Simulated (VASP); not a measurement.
# NaP2 (P6/mmm) in VASP: further runs, part 2 of 3

VASP 6.6.1.

## 4. Relaxation of cell and atoms, PBE

This run uses another cell than the first one, of 20.65 Å³/atom.

The input, INCAR:

```
PREC     = Accurate       # precision mode
ENCUT    = 600            # plane-wave cutoff, eV
EDIFF    = 1E-7           # SCF threshold, eV
ISMEAR   = 0              # smearing method
SIGMA    = 0.1            # smearing width, eV
LREAL    = False          # projectors in reciprocal space
LASPH    = True           # aspherical terms in the spheres
NELM     = 100            # most SCF steps
ALGO     = Normal         # electronic algorithm
ISIF     = 3              # what is computed and relaxed
LWAVE    = False          # write WAVECAR
LCHARG   = False          # write CHGCAR
GGA      = PE             # functional
IBRION   = 2              # ionic algorithm
NSW      = 90             # ionic steps
EDIFFG   = -0.04          # ionic threshold
```

The input, KPOINTS:

```
Automatic mesh
0
Gamma
  6 6 6
```

The input, POSCAR:

```
NaP2
1.0
    4.7227565300      0.0000000000      0.0000000000
   -2.3613782600      4.0900271300      0.0000000000
    0.0000000000      0.0000000000      3.2075932500
Na P
1 2
Direct
    0.0000000000      0.0000000000      0.0000000000
    0.3333333300      0.6666666700      0.5000000000
    0.6666666700      0.3333333300      0.5000000000
```

Potentials or basis: VASP PAW PBE potentials, release 64 (Na_pv, P).

Launch:

```bash
$ cat potpaw_PBE.64/Na_pv/POTCAR potpaw_PBE.64/P/POTCAR > POTCAR
$ mpirun -np 1 vasp_std > vasp.out
```

OUTCAR:

```text
PREC = Accurate
   ENCUT = 600
   EDIFF = 1E-7
   ISMEAR = 0
   LREAL = False
   LASPH = True
   NELM = 100
   ISIF = 3
   GGA = PE
   IBRION = 2
   NSW = 90
   EDIFFG = -0.04

 ion  position               nearest neighbor table
   1  0.000  0.000  0.000-
   2  0.333  0.667  0.500-   3 2.73   3 2.73   3 2.73
   3  0.667  0.333  0.500-   2 2.73   2 2.73   2 2.73

  LATTYP: Found a hexagonal cell.
 ALAT       =     4.7227565300
 C/A-ratio  =     0.6791781938

  Lattice vectors:

 A1 = (   4.7227565300,   0.0000000000,   0.0000000000)
 A2 = (  -2.3613782600,   4.0900271300,   0.0000000000)
 A3 = (   0.0000000000,   0.0000000000,   3.2075932500)

Analysis of symmetry for initial positions (statically):
=====================================================================
 Subroutine PRICEL returns:
 Original cell was already a primitive cell.

 Routine SETGRP: Setting up the symmetry group for a
 hexagonal supercell.

 Subroutine GETGRP returns: Found 24 space group operations
 (whereof 24 operations were pure point group operations)
 out of a pool of 24 trial point group operations.

The static configuration has the point symmetry D_6h.

Analysis of symmetry for dynamics (positions and initial velocities):
=====================================================================
 Subroutine PRICEL returns:
 Original cell was already a primitive cell.

 Routine SETGRP: Setting up the symmetry group for a
 hexagonal supercell.

 Subroutine GETGRP returns: Found 24 space group operations
 (whereof 24 operations were pure point group operations)
 out of a pool of 24 trial point group operations.

The dynamic configuration has the point symmetry D_6h.

 Subroutine INISYM returns: Found 24 space group operations
 (whereof 24 operations are pure point group operations),
 and found     1 'primitive' translations

----------------------------------------------------------------------------------------

                                     Primitive cell

  volume of cell :      61.9585

  direct lattice vectors                    reciprocal lattice vectors
     4.722756530  0.000000000  0.000000000     0.211740748  0.122248578  0.000000000
[... 103 lines left out ...]
   ISMEAR =     0;   SIGMA  =   0.10  broadening in eV -4-tet -1-fermi 0-gaus
   EFERMI_NEDOS =   21; number of points for ismear=-14 and -15
   IALGO  =     38    algorithm
   IMIX   =      4    mixing-type and parameters
     AMIX     =   0.40;   BMIX     =  1.00
     AMIX_MAG =   1.60;   BMIX_MAG =  1.00
  volume/ion in A,a.u.               =      20.65       139.37
  Fermi-wavevector in a.u.,A,eV,Ry     =   1.063794  2.010279 15.397132  1.131657
  Thomas-Fermi vector in A             =   2.199291
   LORBIT       =      0    0 simple, 1 ext, 2 COOP (PROOUT), +10 PAW based schemes
   GGA     = PE    functional components
   LHFCALC =     F    Hartree Fock is set to
   AEXX    =    0.0000 exact exchange contribution
   IVDW    =     0    specifies the selected vdW correction
   LEPSILON=     F    determine dielectric tensor
   LRPA    =     F    only Hartree local field effects (RPA)
 conjugate gradient relaxation of ions
 non-spin polarized calculation
 Gauss-broadening in eV      SIGMA  =   0.10
  energy-cutoff  :      600.00
  volume of cell :       61.96
 maximum number of plane-waves:      2089
 NGX is ok and might be reduce to    40
   NGX = 19   NGY = 19   NGZ = 13

--------------------------------------- Ionic step        1  -------------------------------------------

 number of electron      17.0000010 magnetization

 Free energy of the ion-electron system (eV)
  ---------------------------------------------------
  ext. energy  EPLUGINS =         0.00000000
  ---------------------------------------------------
  free energy    TOTEN  =       -11.29374981 eV

  energy without entropy =      -11.29316544  energy(sigma->0) =      -11.29345762

 E-fermi :   4.1513     XC(G=0):  -9.2536

 val. band max:        3.9942515240   @ k =   0.0000   0.0000   0.1667
 cond. band min:       4.3051118670   @ k =   0.3333   0.3333   0.1667
 fundamental gap:      0.3108603430
 Fermi energy:         4.1513335955

 k-point     1 :       0.0000    0.0000    0.0000
  band No.  band energies     occupation
      1     -19.8859      2.00000
      2     -19.8730      2.00000
      3     -19.8730      2.00000
      4      -8.1752      2.00000
      5      -3.3739      2.00000
      6       0.4998      2.00000
      7       0.4998      2.00000
      8       3.7771      2.00000
      9       3.7771      2.00000
     10       4.7929      0.00000
     11       7.6010      0.00000
     12       7.7266      0.00000
[... 418 lines left out ...]
--------------------------------------- Ionic step        3  -------------------------------------------

 number of electron      17.0000003 magnetization

 Free energy of the ion-electron system (eV)
  ---------------------------------------------------
  ext. energy  EPLUGINS =         0.00000000
  ---------------------------------------------------
  free energy    TOTEN  =       -11.54592163 eV

  energy without entropy =      -11.54532542  energy(sigma->0) =      -11.54562352

 E-fermi :   5.6717     XC(G=0):  -9.8953

 val. band max:        5.5169821387   @ k =   0.1667  -0.0000   0.3333
 cond. band min:       5.8252221467   @ k =   0.1667  -0.0000   0.0000
 fundamental gap:      0.3082400080
 Fermi energy:         5.6717498765

 k-point     1 :       0.0000    0.0000    0.0000
  band No.  band energies     occupation
      1     -18.3784      2.00000
      2     -18.3784      2.00000
      3     -18.3675      2.00000
      4      -7.7921      2.00000
      5      -1.3924      2.00000
      6       1.3137      2.00000
      7       1.3137      2.00000
      8       5.1061      2.00000
      9       5.1061      2.00000
     10       5.8523      0.01069
     11       9.7224      0.00000
     12       9.8155      0.00000
[... 375 lines left out ...]
  FREE ENERGIE OF THE ION-ELECTRON SYSTEM (eV)
  ---------------------------------------------------
  free  energy   TOTEN  =       -11.5459216324 eV

  energy  without entropy=      -11.5453254158  energy(sigma->0) =      -11.54562352

 reached required accuracy - stopping structural energy minimisation
```

It took 24 s on 1 thread of Intel Xeon 6975P-C (Granite Rapids), shared host; peak memory 0.2 GiB.

What came out:

- Free energy: -11.5459 eV
- Relaxed volume: 17.67 Å³/atom
- Relaxed cell: a = 4.425 Å, b = 4.425 Å, c = 3.125 Å, α = 90.00°, β = 90.00°, γ = 120.00°
- Space group after relaxing (to 0.1 Å): P6/mmm (No. 191)
- Energy gained by relaxing: 84.1 meV/atom
- Ionic steps: 3
- Pressure after relaxing: -0.1 GPa
- Band gap on the k mesh: zero (an odd number of electrons rules out a gap without spin polarisation)

Step by step:
```csv
step,energy change (eV),largest force (eV/Å),pressure (GPa),volume (Å³)
1,0.0000,0.0000,-6.94,61.96
2,-0.2453,0.0000,-1.48,54.26
3,-0.2522,0.0000,-0.07,53.00
```

Final structure:
```
CELL_PARAMETERS angstrom
4.42505 0.00000 0.00000
-2.21253 3.83221 0.00000
0.00000 0.00000 3.12529
ATOMIC_POSITIONS crystal
Na 0.00000 0.00000 0.00000
P 0.33333 0.66667 0.50000
P 0.66667 0.33333 0.50000
```

Levels at points of the mesh, in eV from the Fermi level:
| k point | band 5 | band 6 | band 7 | band 8 | band 9 | band 10 | band 11 | band 12 |
| --- | --- | --- | --- | --- | --- | --- | --- | --- |
| (0.00, 0.00, 0.00) | -7.06 | -4.36 | -4.36 | -0.57 | -0.57 | 0.18 | 4.05 | 4.14 |
| (0.50, 0.00, 0.00) | -10.59 | -5.22 | -3.40 | 1.16 | 2.35 | 2.38 | 3.05 | 4.86 |
| (0.00, 0.00, 0.50) | -5.90 | -5.52 | -3.27 | -3.27 | -0.67 | 0.48 | 0.48 | 4.75 |
| (0.50, 0.00, 0.50) | -9.13 | -4.51 | -4.19 | -3.24 | -1.85 | 3.43 | 3.65 | 4.10 |

Caveat: an odd number of electrons without spin polarisation forces a metal; a magnetic or distorted state may lie lower.

(Continued in part 3 of 3.)

The gap in the log of VASP goes by the Fermi energy; the results here count the filled bands.